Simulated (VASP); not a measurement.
Here is a VASP 6.6.1 calculation.

File POSCAR:

```
CsGeF3
1.0
    4.4290720498      0.0000000000      0.0000000000
    0.0000000000      4.4290720498      0.0000000000
    0.0000000000      0.0000000000      4.4290720498
Cs Ge F
1 1 3
Direct
    0.0000000000      0.0000000000      0.0000000000
    0.5000000000      0.5000000000      0.5000000000
    0.5000000000      0.5000000000      0.0000000000
    0.5000000000      0.0000000000      0.5000000000
    0.0000000000      0.5000000000      0.5000000000
```

INCAR.step1

```
SYSTEM = CsGeF3
  PREC = Accurate
  ENCUT = 520
  ISMEAR = 0
  SIGMA = 0.01
  LREAL = .FALSE.
  LASPH = .TRUE.
  NELM = 100
  NBANDS = 30
  GGA = PE
  ALGO = Normal
  EDIFF = 1E-4
  LWAVE = .TRUE.
  LCHARG = .FALSE.
```

File INCAR.step2:

```
SYSTEM = CsGeF3
  PREC = Accurate
  ENCUT = 520
  EDIFF = 1E-7
  ISMEAR = 0
  SIGMA = 0.01
  LREAL = .FALSE.
  LASPH = .TRUE.
  NELM = 100
  ALGO = Normal
  ISIF = 2
  LWAVE = .FALSE.
  LCHARG = .FALSE.
  METAGGA = R2SCAN
  LMIXTAU = .TRUE.
  NBANDS = 30
  ISTART = 1
```

File KPOINTS:

```
regular mesh
0
G
  6 6 6
  0 0 0
```

Potentials or basis: VASP PAW PBE potentials, release 64 (Cs_sv, Ge_d, F).

The run is started by

```console
$ cat potpaw_PBE.64/Cs_sv/POTCAR potpaw_PBE.64/Ge_d/POTCAR potpaw_PBE.64/F/POTCAR > POTCAR
$ cp INCAR.step1 INCAR
$ mpirun -np 1 vasp_std > vasp.out
$ cp INCAR.step2 INCAR
$ mpirun -np 1 vasp_std > vasp.out
```

(1) What does it give for the pressure?

(2) Predict the band gap on the k mesh.

Answers

(1) 2.8 GPa.

(2) 1.86 eV.

Caveat: the cell differs from its parent crystal (strain -1.5%); the PAW data sets were made with another functional, which shifts forces and pressure a little; spin-orbit coupling is left out, which moves the levels of the heavy elements.
